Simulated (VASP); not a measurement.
Set up this calculation in VASP 6.6.1, as the native input.

```
Task                    : single point
Functional              : PBE
Potentials or basis     : VASP PAW PBE potentials, release 64 (W_sv, Si)
Cutoff                  : 520 eV
k mesh                  : 14 × 14 × 14
Occupations             : fermi-dirac, width 0.1 eV
Spin                    : no spin polarisation
Dipole correction       : no
k mesh for the DOS      : 21 × 21 × 21
Occupations for the DOS : tetrahedron
Further INCAR settings  : ALGO = Normal; EDIFF = 1e-07
```

Si2W (MoSi2 type):

```
W Si
1.0
    -1.35570    1.35570    3.45929
     1.35570   -1.35570    3.45929
     1.35570    1.35570   -3.45929
W Si
1 2
Cartesian
  0.0000 0.0000 0.0000
  0.0000 0.0000 2.2740
  0.0000 0.0000 -2.2740
```

The input as run:

POSCAR

```
Si2W
1.0
   -1.3556999766      1.3556999766      3.4592873773
    1.3556999766     -1.3556999766      3.4592873773
    1.3556999766      1.3556999766     -3.4592873773
W Si
1 2
Direct
    0.0000000000      0.0000000000      0.0000000000
    0.3286846634      0.3286846634      0.0000000000
   -0.3286846634     -0.3286846634      0.0000000000
```

INCAR.step1

```
SYSTEM = Si2W
ALGO = Normal
EDIFF = 1E-7
ENCUT = 520
GGA = PE
ISIF = 2
ISMEAR = -1
LASPH = .TRUE.
LCHARG = .TRUE.
LMAXMIX = 4
LREAL = .FALSE.
LWAVE = .FALSE.
NBANDS = 18
NELM = 60
PREC = Accurate
SIGMA = 0.1
```

KPOINTS.step1

```
k-points
0
G
  14 14 14
  0 0 0
```

INCAR.step2

```
SYSTEM = Si2W
ALGO = Normal
EDIFF = 1E-7
ENCUT = 520
GGA = PE
ICHARG = 11
ISIF = 2
ISMEAR = -5
LASPH = .TRUE.
LCHARG = .FALSE.
LMAXMIX = 4
LORBIT = 11
LREAL = .FALSE.
LWAVE = .FALSE.
NEDOS = 1001
NELM = 60
PREC = Accurate
SIGMA = 0.1
```

KPOINTS.step2

```
k-points
0
G
  21 21 21
  0 0 0
```

Potentials or basis: VASP PAW PBE potentials, release 64 (W_sv, Si).

Run with:

```sh
$ cat potpaw_PBE.64/W_sv/POTCAR potpaw_PBE.64/Si/POTCAR > POTCAR
$ cp INCAR.step1 INCAR
$ cp KPOINTS.step1 KPOINTS
$ mpirun -np 1 vasp_std > vasp.out
$ cp INCAR.step2 INCAR
$ cp KPOINTS.step2 KPOINTS
$ mpirun -np 1 vasp_std > vasp.out
```

Results of the run:

- Valence electrons inside the program's atomic spheres: W 13.86; Si 2.13

It took 2.7 min on 1 thread of Intel(R) Xeon(R) 6975P-C (Granite Rapids), on a shared host, peak memory 0.41 GiB.
